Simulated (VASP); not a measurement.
# Hf5C3 (P4/mmm) in VASP: single point with PBE

Aim: the single point of Hf5C3 with PBE.

Everything below comes from runs of VASP 6.6.1. Logs are shortened: lines on timing, memory, paths and dates and some standing lists are left out, and cuts for length are marked.

### 1 The cell of the first run

It takes space group P4/mmm (No. 123, tetragonal). The conventional cell has a = 2.951 Å, b = 2.951 Å, c = 13.527 Å, α = 90.00°, β = 90.00°, γ = 90.00°. Hf (site symmetry 4mm) has 4 C at 2.42 Å and 5 Hf at 2.75 to 2.95 Å within 3.2 Å. Within 3.4 Å of Hf (site symmetry 4/mmm) lie 8 C at 2.59 Å and 6 Hf at 2.75 to 2.95 Å. Hf (site symmetry 4mm) has 4 C at 2.49 Å and 9 Hf at 2.72 to 3.37 Å within 3.4 Å. C (site symmetry 4mm) has 8 Hf at 2.42 to 2.59 Å and 5 C at 2.95 to 3.06 Å within 3.2 Å. C (site symmetry 4/mmm) has 8 Hf at 2.49 Å and 4 C at 2.95 Å within 3.3 Å.

The cell was built from a structure type or drawn by symmetry, and may not be a known phase.

### 2 Single point, PBE

The input, INCAR:

```
SYSTEM = Hf5C3
PREC = Accurate
ENCUT = 520
EDIFF = 1E-6
ISMEAR = 0
SIGMA = 0.2
LREAL = .False.
LASPH = .True.
NELM = 60
ALGO = Normal
ISIF = 2
LWAVE = .False.
LCHARG = .False.
GGA = PE
NBANDS = 41
```

The input, KPOINTS:

```
regular mesh
0
Gamma
  5 5 2
  0 0 0
```

The input, POSCAR:

```
Hf5C3
1.0
    2.9512432208      0.0000000000      0.0000000000
    0.0000000000      2.9512432208      0.0000000000
    0.0000000000      0.0000000000     13.5266326434
Hf C
5 3
Direct
    0.0000000000      0.0000000000      0.2034960241
    0.0000000000      0.0000000000      0.7965039759
    0.0000000000      0.0000000000      0.0000000000
    0.5000000000      0.5000000000      0.3995000535
    0.5000000000      0.5000000000      0.6004999465
    0.5000000000      0.5000000000      0.1131247582
    0.5000000000      0.5000000000      0.8868752418
    0.0000000000      0.0000000000      0.5000000000
```

Potentials or basis: VASP PAW PBE potentials, release 64 (Hf_pv, C).

Started as:

```bash
> cat potpaw_PBE.64/Hf_pv/POTCAR potpaw_PBE.64/C/POTCAR > POTCAR
> mpirun -np 1 vasp_std > vasp.out
```

OUTCAR:

```text
SYSTEM = Hf5C3
   PREC = Accurate
   ENCUT = 520
   EDIFF = 1E-6
   ISMEAR = 0
   LREAL = .False.
   LASPH = .True.
   NELM = 60
   ISIF = 2
   GGA = PE

 ion  position               nearest neighbor table
   1  0.000  0.000  0.203-   6 2.42   6 2.42   6 2.42   6 2.42   3 2.75   4 3.37   4 3.37   4 3.37
                             4 3.37
   2  0.000  0.000  0.797-   7 2.42   7 2.42   7 2.42   7 2.42   3 2.75   5 3.37   5 3.37   5 3.37
                             5 3.37
   3  0.000  0.000  0.000-   6 2.59   7 2.59   6 2.59   7 2.59   6 2.59   7 2.59   6 2.59   7 2.59
                             1 2.75   2 2.75
   4  0.500  0.500  0.400-   8 2.49   8 2.49   8 2.49   8 2.49   5 2.72   1 3.37   1 3.37   1 3.37
                             1 3.37
   5  0.500  0.500  0.600-   8 2.49   8 2.49   8 2.49   8 2.49   4 2.72   2 3.37   2 3.37   2 3.37
                             2 3.37
   6  0.500  0.500  0.113-   1 2.42   1 2.42   1 2.42   1 2.42   3 2.59   3 2.59   3 2.59   3 2.59

   7  0.500  0.500  0.887-   2 2.42   2 2.42   2 2.42   2 2.42   3 2.59   3 2.59   3 2.59   3 2.59

   8  0.000  0.000  0.500-   4 2.49   5 2.49   4 2.49   5 2.49   4 2.49   5 2.49   4 2.49   5 2.49

  LATTYP: Found a simple tetragonal cell.
 ALAT       =     2.9512432208
 C/A-ratio  =     4.5833676290

  Lattice vectors:

 A1 = (   2.9512432208,   0.0000000000,   0.0000000000)
 A2 = (   0.0000000000,   2.9512432208,   0.0000000000)
 A3 = (   0.0000000000,   0.0000000000,  13.5266326434)

Analysis of symmetry for initial positions (statically):
=====================================================================
 Subroutine PRICEL returns:
 Original cell was already a primitive cell.

 Routine SETGRP: Setting up the symmetry group for a
 simple tetragonal supercell.

 Subroutine GETGRP returns: Found 16 space group operations
 (whereof 16 operations were pure point group operations)
 out of a pool of 16 trial point group operations.

The static configuration has the point symmetry D_4h.

Analysis of symmetry for dynamics (positions and initial velocities):
=====================================================================
 Subroutine PRICEL returns:
 Original cell was already a primitive cell.

 Routine SETGRP: Setting up the symmetry group for a
 simple tetragonal supercell.

 Subroutine GETGRP returns: Found 16 space group operations
 (whereof 16 operations were pure point group operations)
 out of a pool of 16 trial point group operations.

The dynamic configuration has the point symmetry D_4h.

 Subroutine INISYM returns: Found 16 space group operations
[... 102 lines left out ...]
   ISIF   =      2    stress and relaxation
   ISYM   =      2    0-nonsym 1-usesym 2-fastsym
   POTIM  = 0.5000    time-step for ionic-motion
   TEBEG  =    0.0;   TEEND  =   0.0 temperature during run
   PSTRESS=    0.0 pullay stress
   NELECT =      62.0000    total number of electrons
   NUPDOWN=      -1.0000    fix difference up-down
   EMIN   =  10.00;   EMAX   =-10.00  energy-range for DOS
   EFERMI =   0.00;   METHOD = LEGACY
   ISMEAR =     0;   SIGMA  =   0.20  broadening in eV -4-tet -1-fermi 0-gaus
   EFERMI_NEDOS =   21; number of points for ismear=-14 and -15
   IALGO  =     38    algorithm
   IMIX   =      4    mixing-type and parameters
     AMIX     =   0.40;   BMIX     =  1.00
     AMIX_MAG =   1.60;   BMIX_MAG =  1.00
  volume/ion in A,a.u.               =      14.73        99.38
  Fermi-wavevector in a.u.,A,eV,Ry     =   1.321718  2.497685 23.768543  1.746939
  Thomas-Fermi vector in A             =   2.451452
   LORBIT       =      0    0 simple, 1 ext, 2 COOP (PROOUT), +10 PAW based schemes
   GGA     = PE    functional components
   LHFCALC =     F    Hartree Fock is set to
   AEXX    =    0.0000 exact exchange contribution
   IVDW    =     0    specifies the selected vdW correction
   LEPSILON=     F    determine dielectric tensor
   LRPA    =     F    only Hartree local field effects (RPA)
 non-spin polarized calculation
 Gauss-broadening in eV      SIGMA  =   0.20
  energy-cutoff  :      520.00
  volume of cell :      117.81
 maximum number of plane-waves:      3218
 NGX is ok and might be reduce to    24
   NGX = 11   NGY = 11   NGZ = 51

 number of electron      62.0000000 magnetization

 Free energy of the ion-electron system (eV)
  ---------------------------------------------------
  ext. energy  EPLUGINS =         0.00000000
  ---------------------------------------------------
  free energy    TOTEN  =       -75.47739607 eV

  energy without entropy =      -75.34117306  energy(sigma->0) =      -75.40928456

 E-fermi :   5.8806     XC(G=0): -12.0427

 val. band max:        5.8794017925   @ k =   0.2000   0.2000   0.5000
 cond. band min:       5.9181476589   @ k =   0.0000   0.0000   0.5000
 fundamental gap:      0.0387458664
 Fermi energy:         5.8806209638

 k-point     1 :       0.0000    0.0000    0.0000
  band No.  band energies     occupation
      1     -25.2680      2.00000
      2     -25.0584      2.00000
      3     -24.4374      2.00000
      4     -24.4203      2.00000
      5     -24.4203      2.00000
      6     -24.2405      2.00000
[... 517 lines left out ...]
     40      10.6738      0.00000
     41      10.9429      0.00000

------------------------ aborting loop because EDIFF is reached ----------------------------------------

  FORCE on cell =-STRESS in cart. coord.  units (eV):
  Direction    XX          YY          ZZ          XY          YZ          ZX
  --------------------------------------------------------------------------------------
  -------------------------------------------------------------------------------------
  Total       -0.6424051     -0.6424051     -0.6414236      0.0000000      0.0000000     -0.0000000
  in kB       -8.7361451     -8.7361451     -8.7227975      0.0000000      0.0000000     -0.0000000
  external PRESSURE =      -8.7316959 kB  Pullay stress =       0.0000000 kB

 VOLUME and BASIS-vectors are now :
 -----------------------------------------------------------------------------
  energy-cutoff  :      520.00
  volume of cell :      117.81
      direct lattice vectors                 reciprocal lattice vectors
     2.951243221  0.000000000  0.000000000     0.338840253  0.000000000  0.000000000
     0.000000000  2.951243221  0.000000000     0.000000000  0.338840253  0.000000000
     0.000000000  0.000000000 13.526632643     0.000000000  0.000000000  0.073928229

 POSITION                                       TOTAL-FORCE (eV/Angst)
 -----------------------------------------------------------------------------------
      0.00000      0.00000      2.75262        -0.000000     -0.000000     -0.101876
      0.00000      0.00000     10.77402        -0.000000     -0.000000      0.101876
      0.00000      0.00000      0.00000        -0.000000     -0.000000      0.000000
      1.47562      1.47562      5.40389        -0.000000      0.000000      0.115312
      1.47562      1.47562      8.12274         0.000000     -0.000000     -0.115312
      1.47562      1.47562      1.53020        -0.000000     -0.000000     -0.009204
      1.47562      1.47562     11.99644         0.000000      0.000000      0.009204
      0.00000      0.00000      6.76332        -0.000000     -0.000000      0.000000
 -----------------------------------------------------------------------------------
    total drift:                                0.000000     -0.000000      0.000000

  FREE ENERGIE OF THE ION-ELECTRON SYSTEM (eV)
  ---------------------------------------------------
  free  energy   TOTEN  =       -75.4773960659 eV

  energy  without entropy=      -75.3411730620  energy(sigma->0) =      -75.40928456
```

OSZICAR:

```text
N       E                     dE             d eps       ncg     rms          rms(c)
DAV:   1     0.269330757091E+03    0.26933E+03   -0.33683E+04   992   0.147E+03
DAV:   2    -0.657284612606E+02   -0.33506E+03   -0.31733E+03  1148   0.363E+02
DAV:   3    -0.860827749537E+02   -0.20354E+02   -0.19487E+02  1272   0.596E+01
DAV:   4    -0.865124660559E+02   -0.42969E+00   -0.42764E+00  1232   0.889E+00
[... 13 lines left out ...]
DAV:  18    -0.754774021933E+02    0.56840E-05   -0.12505E-04  1192   0.471E-02    0.683E-02
DAV:  19    -0.754774183076E+02   -0.16114E-04   -0.51011E-05  1230   0.248E-02    0.787E-02
DAV:  20    -0.754773978728E+02    0.20435E-04   -0.11294E-04  1294   0.366E-02    0.191E-02
DAV:  21    -0.754773961458E+02    0.17270E-05   -0.15578E-05  1157   0.147E-02    0.156E-02
DAV:  22    -0.754773960659E+02    0.79892E-07   -0.70635E-07   732   0.397E-03
   1 F= -.75477396E+02 E0= -.75409285E+02  d E =-.136223E+00
```

Run time: 39 s. Hardware: 1 thread of Intel Xeon 6975P-C (Granite Rapids), shared host; peak memory 0.25 GiB.

What came out:

- Free energy: -75.4774 eV
- Pressure: -0.9 GPa
- Largest force: 0.115 eV/Å
- Band gap on the k mesh: zero (bands 31 and 32 overlap by 1.34 eV)

Forces on the atoms (eV/Å):
```
Hf   0.000  0.000 -0.102
Hf   0.000  0.000  0.102
Hf   0.000  0.000  0.000
Hf   0.000  0.000  0.115
Hf   0.000  0.000 -0.115
C    0.000  0.000 -0.009
C    0.000  0.000  0.009
C    0.000  0.000  0.000
```

Levels at points of the mesh, in eV from the Fermi level:
| k point | band 27 | band 28 | band 29 | band 30 | band 31 | band 32 | band 33 | band 34 | band 35 | band 36 |
| --- | --- | --- | --- | --- | --- | --- | --- | --- | --- | --- |
| (0.00, 0.00, 0.00) | -0.90 | -0.90 | -0.80 | -0.71 | -0.64 | -0.64 | -0.54 | -0.47 | 0.05 | 0.05 |
| (0.00, 0.00, 0.50) | -0.98 | -0.93 | -0.92 | -0.92 | -0.74 | -0.60 | -0.60 | -0.31 | 0.04 | 0.04 |

Caveat: the k points lie up to 0.43 Å⁻¹ apart, too coarse for converged energies and pressures of a metal; spin-orbit coupling is left out, which moves the levels of the heavy elements.
